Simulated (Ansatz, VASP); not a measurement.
**One calculation of Yb, two programs**

```
Yb
1.0
     0.00000    2.61159    2.61159
     2.61159    0.00000    2.61159
     2.61159    2.61159    0.00000
Yb
1
Direct
  0.00000 0.00000 0.00000
```

Alike in both runs: task relaxation of cell and atoms; functional PBE; k mesh 13 × 13 × 13; occupations fermi-dirac, width 0.08 eV; no spin polarisation.

|  | VASP | Ansatz |
| --- | --- | --- |
| version | VASP 6.6.1 | Ansatz 0.2.0 |
| potentials or method | VASP PAW PBE potentials, release 64 (Yb) | PAW with Ansatz's default frozen-core files, scalar-relativistic |
| plane-wave cutoff (eV) | 600 | 420 |
| valence electrons in the cell | 24 | 24 |

|  | VASP | Ansatz | Ansatz less VASP |
| --- | --- | --- | --- |
| relaxed volume (Å³/atom) | 35.63 | 35.62 | -0.008 |
| relaxed length of the cell vector where the two differ most in proportion (Å) | 3.694 | 3.693 | -0.0003 |

Spin-orbit coupling is off throughout.
